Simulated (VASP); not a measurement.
# C in VASP: further runs, part 2 of 2

VASP 6.6.1.

## Step 5: Single point, PBE

This run uses another cell than the first one: it holds 2 atoms, not 1.

Input file INCAR:

```
SYSTEM = C
PREC = Accurate
ENCUT = 600
EDIFF = 1E-6
ISMEAR = 0
SIGMA = 0.1
LREAL = .FALSE.
LASPH = .TRUE.
NELM = 120
ALGO = Normal
ISIF = 2
LWAVE = .FALSE.
LCHARG = .FALSE.
GGA = PE
NBANDS = 11
GGA_COMPAT = .FALSE.
```

Input file KPOINTS:

```
regular mesh
0
G
  8 8 8
  0 0 0
```

Input file POSCAR:

```
C
1.0
    2.4005082944      0.0000000000      0.0000000000
    0.0000000000      2.4005082944      0.0000000000
    0.0000000000      0.0000000000      2.0046023509
C
2
Direct
    0.5000000000      0.0000000000      1.0000004843
    0.0000000000      0.5000000000     -0.0000004843
```

Potentials or basis: VASP PAW PBE potentials, release 64 (C).

Launch:

```console
> cat potpaw_PBE.64/C/POTCAR > POTCAR
> mpirun -np 1 vasp_std > vasp.out
```

OUTCAR:

```text
SYSTEM = C
   PREC = Accurate
   ENCUT = 600
   EDIFF = 1E-6
   ISMEAR = 0
   LREAL = .FALSE.
   LASPH = .TRUE.
   NELM = 120
   ISIF = 2
   GGA = PE

 ion  position               nearest neighbor table
   1  0.500  0.000  0.000-   2 1.70   2 1.70   2 1.70   2 1.70
   2  0.000  0.500  1.000-   1 1.70   1 1.70   1 1.70   1 1.70

  LATTYP: Found a simple tetragonal cell.
 ALAT       =     2.4005082944
 C/A-ratio  =     0.8350741198

  Lattice vectors:

 A1 = (   2.4005082944,   0.0000000000,   0.0000000000)
 A2 = (   0.0000000000,   2.4005082944,   0.0000000000)
 A3 = (   0.0000000000,   0.0000000000,   2.0046023509)

Analysis of symmetry for initial positions (statically):
=====================================================================
 Subroutine PRICEL returns following result:

  LATTYP: Found a simple tetragonal cell.
 ALAT       =     1.6974156933
 C/A-ratio  =     1.1809731457

  Lattice vectors:

 A1 = (   1.2002541472,  -1.2002541472,   0.0000019417)
 A2 = (   1.2002541472,   1.2002541472,   0.0000019417)
[... 183 lines left out ...]
 E-fermi :  10.0586     XC(G=0): -13.6072

 val. band max:        9.9736648504   @ k =   0.3750   0.1250   0.5000
 cond. band min:      10.0871329580   @ k =   0.3750   0.1250   0.3750
 fundamental gap:      0.1134681076
 Fermi energy:        10.0585961533

 k-point     1 :       0.0000    0.0000    0.0000
  band No.  band energies     occupation
      1     -11.4387      2.00000
      2       5.3666      2.00000
      3       5.3666      2.00000
      4      11.2575      0.00000
      5      13.6837      0.00000
      6      20.1592      0.00000
      7      22.3990      0.00000
      8      22.3990      0.00000
      9      22.4910      0.00000
     10      28.5228      0.00000
     11      39.4198      0.00000
[... 309 lines left out ...]
 k-point    24 :       0.5000    0.1250    0.1250
  band No.  band energies     occupation
      1      -5.4399      2.00000
      2      -5.4399      2.00000
      3       9.0415      2.00000
      4       9.0415      2.00000
      5      15.2286      0.00000
      6      15.2286      0.00000
      7      20.1030      0.00000
      8      20.1030      0.00000
      9      33.7025      0.00000
     10      33.7025      0.00000
     11      41.8719      0.00000

 [... further k-points ...]
[... 5 lines left out ...]
  --------------------------------------------------------------------------------------
  -------------------------------------------------------------------------------------
  Total       -0.0018020     -0.0018020     -0.0101046      0.0000000     -0.0000000      0.0000000
  in kB       -0.2499360     -0.2499360     -1.4015054      0.0000000     -0.0000000      0.0000000
  external PRESSURE =      -0.6337925 kB  Pullay stress =       0.0000000 kB

 VOLUME and BASIS-vectors are now :
 -----------------------------------------------------------------------------
  energy-cutoff  :      600.00
  volume of cell :       11.55
      direct lattice vectors                 reciprocal lattice vectors
     2.400508294  0.000000000  0.000000000     0.416578440  0.000000000  0.000000000
     0.000000000  2.400508294  0.000000000     0.000000000  0.416578440  0.000000000
     0.000000000  0.000000000  2.004602351     0.000000000  0.000000000  0.498852054

 POSITION                                       TOTAL-FORCE (eV/Angst)
 -----------------------------------------------------------------------------------
      1.20025      0.00000      0.00000         0.000000      0.000000      0.000000
      0.00000      1.20025      2.00460        -0.000000     -0.000000      0.000000
 -----------------------------------------------------------------------------------
    total drift:                                0.000000      0.000000     -0.000000

  FREE ENERGIE OF THE ION-ELECTRON SYSTEM (eV)
  ---------------------------------------------------
  free  energy   TOTEN  =       -13.0672052773 eV

  energy  without entropy=      -13.0647378294  energy(sigma->0) =      -13.06597155
```

OSZICAR:

```text
N       E                     dE             d eps       ncg     rms          rms(c)
DAV:   1     0.607217713725E+01    0.60722E+01   -0.49746E+03  1714   0.780E+02
DAV:   2    -0.127665330845E+02   -0.18839E+02   -0.17548E+02  2145   0.122E+02
DAV:   3    -0.131546594641E+02   -0.38813E+00   -0.38571E+00  1937   0.136E+01
DAV:   4    -0.131552108923E+02   -0.55143E-03   -0.55142E-03  1859   0.631E-01
DAV:   5    -0.131552114496E+02   -0.55726E-06   -0.55825E-06  1935   0.185E-02    0.308E+00
DAV:   6    -0.130857760511E+02    0.69435E-01   -0.45822E-02  1794   0.143E+00    0.184E+00
DAV:   7    -0.130666116250E+02    0.19164E-01   -0.66378E-02  1812   0.174E+00    0.306E-01
DAV:   8    -0.130672001268E+02   -0.58850E-03   -0.15791E-03  1791   0.317E-01    0.366E-02
DAV:   9    -0.130672015700E+02   -0.14432E-05   -0.80759E-06  1865   0.242E-02    0.143E-02
DAV:  10    -0.130672054765E+02   -0.39065E-05   -0.28561E-06  1797   0.146E-02    0.393E-03
DAV:  11    -0.130672052773E+02    0.19916E-06   -0.40805E-08   981   0.153E-03
   1 F= -.13067205E+02 E0= -.13065972E+02  d E =-.246745E-02
```

stdout:

```text
POSCAR found type information on POSCAR C
 POSCAR found :  1 types and       2 ions
 scaLAPACK will be used
 LDA part: xc-table for (Slater+PW92), standard interpolation
 POSCAR, INCAR and KPOINTS ok, starting setup
 FFT: planning ... GRIDC
 FFT: planning ... GRID_SOFT
 FFT: planning ... GRID
 WAVECAR not read
 entering main loop
```

Wall time 3.4 s (1 thread of Intel Xeon 6975P-C (Granite Rapids), shared host); peak memory 0.12 GiB.

What came out:

```yaml
Free_energy: -13.0672 eV
Pressure: -0.1 GPa
Band_gap_on_the_k_mesh: zero (band 4 reaches 14.90 eV, above the bottom of band 5 at 6.09 eV)
```

Stress tensor (GPa, compression positive):
```
-0.02  0.00  0.00
 0.00 -0.02  0.00
 0.00  0.00 -0.14
```

Caveat: the k points lie up to 0.39 Å⁻¹ apart.

## Step 6: Single point, PBE, collinear spin, ferromagnetic start

This run uses another cell than the first one, of 5.78 Å³/atom, 0.993 times its volume.

Input file INCAR:

```
PREC = Accurate
ENCUT = 600
EDIFF = 1E-6
ISMEAR = 0
SIGMA = 0.1
LREAL = False
LASPH = True
NELM = 200
ALGO = Normal
ISIF = 2
LWAVE = False
LCHARG = True
ISPIN = 2
MAGMOM = 1
LORBIT = 11
GGA = PE
LELF = True
LVHAR = True
NBANDS = 12
GGA_COMPAT = False
```

Input file KPOINTS:

```
Automatic mesh
0
Gamma
  10 10 8
```

Input file POSCAR:

```
C
1.0
    1.6974156932      0.0000000000      0.0000000000
    0.0000000000      1.6974156932      0.0000000000
    0.0000000000      0.0000000000      2.0046023509
C
1
Direct
    0.5000000000      0.5000000000      0.0000000000
```

Potentials or basis: VASP PAW PBE potentials, release 64 (C).

Launch:

```console
> cat potpaw_PBE.64/C/POTCAR > POTCAR
> mpirun -np 1 vasp_std > vasp.out
```

Wall time 8.2 s (1 thread of Intel Xeon 6975P-C (Granite Rapids), shared host); peak memory 0.11 GiB.

The run converged. Its results:

```
Free energy                                           : -6.5217 eV
Pressure                                              : -1.2 GPa
Band gap on the k mesh                                : zero (filled and empty bands overlap)
Net moment                                            : 0.00 μB per cell
Valence electrons inside the program's atomic spheres : C 2.31
```

Stress tensor (GPa, compression positive):
```
 1.21  0.00  0.00
 0.00  1.21  0.00
 0.00  0.00 -6.15
```

Levels at points of the mesh, in eV from the Fermi level:
Spin up:
| k point | band 1 | band 2 | band 3 | band 4 | band 5 | band 6 |
| --- | --- | --- | --- | --- | --- | --- |
| (0.00, 0.00, 0.00) | -21.20 | 3.92 | 12.64 | 12.64 | 18.76 | 29.67 |
| (0.50, 0.00, 0.00) | -11.27 | -10.25 | 8.80 | 16.34 | 26.71 | 29.93 |
| (0.50, 0.50, 0.00) | -4.39 | -4.39 | 1.49 | 10.41 | 12.73 | 37.53 |
| (0.00, 0.00, 0.50) | -15.20 | -11.41 | 14.20 | 14.20 | 30.86 | 34.36 |
| (0.50, 0.00, 0.50) | -7.70 | -4.00 | -3.68 | 8.43 | 17.48 | 41.92 |
| (0.50, 0.50, 0.50) | -1.68 | -1.68 | 2.69 | 8.83 | 16.52 | 19.15 |
Spin down:
```
           k point  band 1  band 2  band 3  band 4  band 5
(0.00, 0.00, 0.00)  -21.19    3.92   12.64   12.64   18.76
(0.50, 0.00, 0.00)  -11.27  -10.25    8.80   16.34   26.71
(0.50, 0.50, 0.00)   -4.39   -4.39    1.49   10.41   12.73
(0.00, 0.00, 0.50)  -15.20  -11.41   14.20   14.20   30.86
(0.50, 0.00, 0.50)   -7.70   -4.00   -3.68    8.43   17.48
(0.50, 0.50, 0.50)   -1.68   -1.68    2.69    8.83   16.52
```

Caveat: the k points lie up to 0.39 Å⁻¹ apart.

## Step 7: Overview

```csv
task,spin,cell,k mesh,cutoff (eV),gap on the mesh (eV),pressure (GPa)
single point,off,"a = 1.684, b = 1.684, c = 2.049 Å, 1 atom",32 × 32 × 28,520,none,0.2
relaxation of cell and atoms,off,"relaxed from a = 1.697, b = 1.697, c = 2.005 Å, 1 atom",32 × 32 × 28,600,none,0.0
single point,off,"a = 2.259, b = 2.259, c = 2.066 Å, 2 atoms",8 × 8 × 8,600,none,58.4
single point,off,"a = 2.401, b = 2.401, c = 2.005 Å, 2 atoms",8 × 8 × 8,600,none,-0.1
single point,"collinear, ferromagnetic start","a = 1.697, b = 1.697, c = 2.005 Å, 1 atom",10 × 10 × 8,600,none,-1.2
```

Alike in all rows: level PBE; potentials or basis VASP PAW PBE potentials, release 64 (C); smearing gaussian 0.1 eV.

Caveats: some runs use coarse meshes.

Absolute energies hang on the potentials; compare differences alone.
